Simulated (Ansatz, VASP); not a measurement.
# Si in VASP and in Ansatz

```
Si
1.0
     0.00000    2.72185    2.72185
     2.72185    0.00000    2.72185
     2.72185    2.72185    0.00000
Si
2
Direct
  0.50000 0.50000 0.50000
  0.75000 0.75000 0.75000
```

Alike in both runs: task single point; functional PBE; k mesh 8 × 8 × 8; occupations gaussian, width 0.015 eV; no spin polarisation.

```csv
,VASP,Ansatz
version,VASP 6.6.1,Ansatz 0.2.0
potentials or method,"VASP PAW PBE potentials, release 64 (Si), cutoff 520 eV","all-electron LAPW, scalar-relativistic"
```

|  | VASP | Ansatz | Ansatz less VASP |
| --- | --- | --- | --- |
| gap on the k mesh at the Fermi level (eV) | 0.63 | 0.63 | -0.001 |
| least direct gap on the mesh (eV) | 2.56 | 2.56 | -0.004 |
| pressure (GPa) | 1.3 | 1.3 | +0.05 |

Ansatz ran all-electron here, and VASP with PAW potentials.
